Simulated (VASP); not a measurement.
Input of a VASP 6.6.1 run:

The input POSCAR:

```
TiC
1.0
    2.1639143223      2.1639143223      0.0000000000
   -2.1639143223      2.1639143223      0.0000000000
    0.0000000000      0.0000000000      4.1547154987
Ti C
2 2
Direct
    0.0000000000      0.0000000000      0.0000000000
    0.5000000000      0.5000000000      0.5000000000
    0.5000000000      0.5000000000      0.0000000000
    0.0000000000      0.0000000000      0.5000000000
```

The input INCAR.step1:

```
SYSTEM = TiC
PREC = Accurate ; ENCUT = 520
ISMEAR = 0 ; SIGMA = 0.1
LREAL = .FALSE. ; LASPH = .TRUE.
NELM = 100 ; NBANDS = 24
GGA = PE ; ALGO = Normal
EDIFF = 1E-4 ; LWAVE = .TRUE.
LCHARG = .FALSE.
```

Contents of INCAR.step2:

```
SYSTEM = TiC
PREC = Accurate ; ENCUT = 520
EDIFF = 1E-7 ; ISMEAR = 0
SIGMA = 0.1 ; LREAL = .FALSE.
LASPH = .TRUE. ; NELM = 100
ALGO = Normal ; ISIF = 2
LWAVE = .FALSE. ; LCHARG = .FALSE.
METAGGA = R2SCAN ; LMIXTAU = .TRUE.
NBANDS = 24 ; ISTART = 1
```

Contents of KPOINTS:

```
regular mesh
0
G
  18 18 12
  0 0 0
```

Potentials or basis: VASP PAW PBE potentials, release 64 (Ti_sv, C).

Launch:

```bash
$ cat potpaw_PBE.64/Ti_sv/POTCAR potpaw_PBE.64/C/POTCAR > POTCAR
$ cp INCAR.step1 INCAR
$ mpirun -np 1 vasp_std > vasp.out
$ cp INCAR.step2 INCAR
$ mpirun -np 1 vasp_std > vasp.out
```

Task: What does it give for the band gap on the k mesh?

Result: Zero (bands 16 and 17 overlap by 1.46 eV).

Task: Estimate the pressure.

Result: 13.6 GPa.

Stress tensor (GPa, compression positive):
```
 6.54  0.00  0.00
 0.00  6.54  0.00
 0.00  0.00 27.59
```

Caveat: the cell differs from its parent crystal (strain along c alone, the other axes held: -4.0 %); the stress differs along the axes, from 7 to 28 GPa; the PAW data sets were made with another functional, which shifts forces and pressure a little.
